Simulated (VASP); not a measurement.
Input of a VASP 6.6.1 run:

File INCAR:

```
SYSTEM = Al12Ga
PREC = Accurate
ENCUT = 520
EDIFF = 1E-6
ISMEAR = 0
SIGMA = 0.1
LREAL = .FALSE.
LASPH = .TRUE.
NELM = 150
ALGO = Normal
ISIF = 2
LWAVE = .FALSE.
LCHARG = .TRUE.
ISPIN = 2
MAGMOM = 0 0 0 0 0 0 0 0 0 0 0 0 1
LORBIT = 11
LDIPOL = .TRUE.
IDIPOL = 3
DIPOL = 0.5 0.5 0.307
LELF = .TRUE.
LVHAR = .TRUE.
LVACPOTAV = .TRUE.
NBANDS = 40
```

KPOINTS

```
regular mesh
0
G
  5 5 1
  0 0 0
```

File POSCAR:

```
Al12Ga
1.0
    5.6343731020      0.0000000000      0.0000000000
    0.0000000000      5.6343731020      0.0000000000
    0.0000000000      0.0000000000     21.1039189491
Al Ga
12 1
Direct
    0.2500000000      0.2500000000      0.1895382564
    0.2500000000      0.7500000000      0.1895382564
    0.7500000000      0.2500000000      0.1895382564
    0.7500000000      0.7500000000      0.1895382564
    0.0000000000      0.0000000000      0.2867506898
    0.0000000000      0.5000000000      0.2867506898
    0.5000000000      0.0000000000      0.2867506898
    0.5000000000      0.5000000000      0.2867506898
    0.2500000000      0.2500000000      0.3840006668
    0.2500000000      0.7500000000      0.3840006668
    0.7500000000      0.2500000000      0.3840006668
    0.7500000000      0.7500000000      0.3840006668
    0.2500000000      0.2500000000      0.5493727955
```

Potentials or basis: VASP PAW LDA potentials, release 64 (Al, Ga_d).

Run with:

```sh
$ cat potpaw_LDA.64/Al/POTCAR potpaw_LDA.64/Ga_d/POTCAR > POTCAR
$ mpirun -np 1 vasp_std > vasp.out
```

Task: Estimate the largest force.

Result: 1.224 eV/Å.

Task: What does it give for the net moment?

Result: 0.00 μB per cell.

Forces on the atoms (eV/Å):
```
Al   0.000  0.000 -0.015
Al   0.000  0.000  0.020
Al   0.000  0.000  0.020
Al   0.000  0.000  0.060
Al   0.035  0.035  0.057
Al   0.035 -0.035  0.057
Al  -0.035  0.035  0.057
Al  -0.035 -0.035  0.057
Al   0.000  0.000  0.451
Al   0.000  0.000  0.187
Al   0.000  0.000  0.187
Al   0.000  0.000  0.087
Ga   0.000  0.000 -1.224
```
